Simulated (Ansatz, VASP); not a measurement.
Tl2Cl in VASP and in Ansatz

```
Tl Cl
1.0
     0.00000    4.63013    4.63013
     4.63013    0.00000    4.63013
     4.63013    4.63013    0.00000
Tl Cl
4 2
Direct
  0.12500 0.12500 0.12500
  0.62500 0.12500 0.12500
  0.12500 0.12500 0.62500
  0.12500 0.62500 0.12500
  0.50000 0.50000 0.50000
  0.75000 0.75000 0.75000
```

Alike in both runs: functional PBE; k mesh 8 × 8 × 8; occupations gaussian, width 0.1 eV; no spin polarisation.

Ansatz relaxed the structure, and its values are those at the end. VASP's run is a single point on that final structure, the one shown.

```csv
,VASP,Ansatz
version,VASP 6.6.1,Ansatz 0.2.0
potentials or method,"VASP PAW PBE potentials, release 64 (Tl_d, Cl), cutoff 520 eV","scalar-relativistic, plane waves, PAW"
valence electrons in the cell,66,66
```

```tsv
	VASP	Ansatz	Ansatz less VASP
gap on the k mesh at the Fermi level (eV)	none	none	-
pressure (GPa)	-0.1	0.0	+0.06
```

A gap of «none» marks a metal or a gap that the smearing closes. With one functional, cell and mesh, what is left measures potentials, basis and numerics.

Spin-orbit coupling is off throughout.
